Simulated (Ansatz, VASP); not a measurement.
**Be in VASP and in Ansatz**

```
Be
1.0
     3.74681    0.00000    0.00000
     0.00000    3.74681    0.00000
     0.00000    0.00000    2.28128
Be
4
Cartesian
  1.2413 0.9254 0.0598
  2.5363 2.8115 0.0430
  0.6228 2.8621 1.0495
  3.0932 0.8946 1.1289
```

Alike in both runs: task single point; functional LDA; k mesh 4 × 4 × 6; no spin polarisation.

```csv
,VASP,Ansatz
version,VASP 6.6.1,Ansatz 0.2.0
potentials or method,"VASP PAW LDA potentials, release 64 (Be), cutoff 600 eV","plane waves, PAW"
occupations,"fermi-dirac, width 0.1 eV",fermi-dirac
valence electrons in the cell,8,8
```

```tsv
	VASP	Ansatz	Ansatz less VASP
rms of the force components (eV/Å)	0.411	0.410	-0.0013
```

LDA's correlation is that of Perdew and Zunger in VASP and of Perdew and Wang (1992) in Ansatz. Atom by atom the forces differ by 0.001 eV/Å (rms over components).

The k mesh is coarse, so the values compare programs but aren't converged.
